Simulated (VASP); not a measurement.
Set up this calculation in VASP 6.6.1, as the native input.

```yaml
Task: single point
Functional: PBE
Potentials_or_basis: VASP PAW PBE potentials, release 64 (Co, C)
Cutoff: 520 eV
k_mesh: 12 × 12 × 12
Occupations: gaussian, width 0.1 eV
Spin: no spin polarisation
Dipole_correction: no
Further_INCAR_settings: ALGO = Normal; EDIFF = 1e-07; NBANDS = 14
```

The structure of CoC lies in POSCAR:

```
CoC
1.0
    1.4087776987      0.8133581836      2.3309340836
   -1.4087776987      0.8133581836      2.3309340836
    0.0000000000     -1.6267163672      2.3309340835
Co C
1 1
Direct
    0.0000000000      0.0000000000      0.0000000000
    0.5000000000      0.5000000000      0.5000000000
```

One way to write it, as run:

INCAR

```
SYSTEM = CoC
ALGO     = Normal         ! electronic algorithm
EDIFF    = 1E-7           ! SCF threshold, eV
ENCUT    = 520            ! plane-wave cutoff, eV
GGA      = PE             ! functional
ISIF     = 2              ! what is computed and relaxed
ISMEAR   = 0              ! smearing method
LASPH    = .True.         ! aspherical terms in the spheres
LCHARG   = .False.        ! write CHGCAR
LREAL    = .False.        ! projectors in reciprocal space
LWAVE    = .False.        ! write WAVECAR
NBANDS   = 14             ! bands
NELM     = 80             ! most SCF steps
PREC     = Accurate       ! precision mode
SIGMA    = 0.1            ! smearing width, eV
```

KPOINTS

```
k-points
0
Gamma
  12 12 12
  0 0 0
```

Potentials or basis: VASP PAW PBE potentials, release 64 (Co, C).

The run is started by

```bash
$ cat potpaw_PBE.64/Co/POTCAR potpaw_PBE.64/C/POTCAR > POTCAR
$ mpirun -np 1 vasp_std > vasp.out
```

It gave:

```json
{
  "Pressure": "0.0 GPa"
}
```

Wall time 19 s on 1 thread of Intel(R) Xeon(R) 6975P-C (Granite Rapids), with other jobs on the host, peak memory 0.17 GiB.
